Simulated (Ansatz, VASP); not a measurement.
# Sn: VASP beside Ansatz

INCAR

```
SYSTEM = Sn
  ALGO = Normal
  EDIFF = 1E-7
  ENCUT = 520
  GGA = PS
  ISIF = 2
  ISMEAR = -1
  LASPH = .True.
  LCHARG = .False.
  LREAL = .False.
  LWAVE = .False.
  NBANDS = 21
  NELM = 60
  PREC = Accurate
  SIGMA = 0.1
```

KPOINTS

```
k-points
0
Gamma
  10 10 10
  0 0 0
```

POSCAR

```
Sn
1.0
    0.0000000000      2.5066489675      2.5066489675
    2.5066489675      0.0000000000      2.5066489675
    2.5066489675      2.5066489675      0.0000000000
Sn
2
Direct
   -0.1250000000     -0.1250000000     -0.1250000000
    0.1250000000      0.1250000000      0.1250000000
```

Input for Ansatz:

```yaml
crystal:
  lattice:
    - [0.0, 2.5066489675, 2.5066489675]
    - [2.5066489675, 0.0, 2.5066489675]
    - [2.5066489675, 2.5066489675, 0.0]
  atoms:
    - { symbol: Sn, position: [-0.125, -0.125, -0.125] }
    - { symbol: Sn, position: [0.125, 0.125, 0.125] }
kpoints:
  mp_grid: { grid: [10, 10, 10] }
scf:
  occupations: { method: fermi_dirac, width: 0.1 }
hamiltonian:
  xc: pbesol
  pseudopotentials: { kind: all_electron, lapw: { basis_error: 0.001 } }
output:
  forces: true
  stress: true
  eigenvalues: true
  populations: true
```

Change from the starting cell: volume scaled by 0.45, LAPW.

Alike in both runs: task single point; functional PBEsol; k mesh 10 × 10 × 10; occupations fermi-dirac, width 0.1 eV; no spin polarisation.

|  | VASP | Ansatz |
| --- | --- | --- |
| version | VASP 6.6.1 | Ansatz 0.2.0 |
| potentials or method | VASP PAW PBE potentials, release 64 (Sn_d), cutoff 520 eV | all-electron LAPW, scalar-relativistic |

|  | VASP | Ansatz | Ansatz less VASP |
| --- | --- | --- | --- |
| pressure (GPa) | 216.9 | 214.3 | -2.60 |

VASP's potentials were made for PBE, not for PBEsol. Both programs put the cell under a high pressure, so it lies far from rest at this level. Ansatz ran all-electron here, and VASP with PAW potentials.

Noted on VASP's run: the cell as given lies far from equilibrium.
